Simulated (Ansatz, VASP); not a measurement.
MgO: VASP beside Ansatz

The input INCAR:

```
PREC = Accurate
ENCUT = 520
EDIFF = 1E-6
ISMEAR = 0
SIGMA = 0.05
LREAL = F
LASPH = T
NELM = 100
ALGO = Normal
ISIF = 2
LWAVE = F
LCHARG = F
GGA = PS
NBANDS = 16
```

Contents of KPOINTS:

```
regular mesh
0
Gamma
  9 9 6
```

Contents of POSCAR:

```
MgO
1.0
    3.2890369164      0.0000000000      0.0000000000
   -1.6445184582      2.8483895236      0.0000000000
    0.0000000000      0.0000000000      4.7358842559
Mg O
2 2
Direct
    0.6666666667      0.3333333333      0.7500000000
    0.3333333333      0.6666666667      0.2500000000
    0.6666666667      0.3333333333      0.2500000000
    0.3333333333      0.6666666667      0.7500000000
```

Input for Ansatz:

```yaml
crystal:
  lattice:
    - [3.2890369164, 0.0, 0.0]
    - [-1.6445184582, 2.8483895236, 0.0]
    - [0.0, 0.0, 4.7358842559]
  atoms:
    - { symbol: Mg, position: [0.6666666667, 0.3333333333, 0.75] }
    - { symbol: Mg, position: [0.3333333333, 0.6666666667, 0.25] }
    - { symbol: O, position: [0.6666666667, 0.3333333333, 0.25] }
    - { symbol: O, position: [0.3333333333, 0.6666666667, 0.75] }
basis:
  ecutwfc: 520.0
kpoints:
  mp_grid: { grid: [9, 9, 6] }
hamiltonian:
  xc: pbesol
  pseudopotentials: { kind: paw, azcp: { folder: soft_1 } }
scf:
  occupations: { method: gaussian, width: 0.05 }
output:
  forces: true
  stress: true
  eigenvalues: true
```

Alike in both runs: task single point; functional PBEsol; k mesh 9 × 9 × 6; occupations gaussian, width 0.05 eV; no spin polarisation.

|  | VASP | Ansatz |
| --- | --- | --- |
| version | VASP 6.6.1 | Ansatz 0.2.0 |
| potentials or method | VASP PAW PBE potentials, release 64 (Mg, O), cutoff 520 eV | scalar-relativistic, plane waves, PAW |
| valence electrons in the cell | 16 | 32 |

```csv
,VASP,Ansatz,Ansatz less VASP
gap on the k mesh at the Fermi level (eV),3.13,3.13,+0.008
least direct gap on the mesh (eV),3.13,3.13,+0.008
pressure (GPa),6.8,7.0,+0.14
"traceless stress, the component that is largest in VASP (GPa)",-17.35,-17.10,+0.250
```

VASP's potentials were made for PBE, not for PBEsol, and Ansatz warns of the same on its side. With one functional, cell and mesh, what is left measures potentials, basis and numerics. VASP's potentials hold 16 valence electrons a cell and Ansatz's 32, so a difference there can come from the potentials and not from the codes.
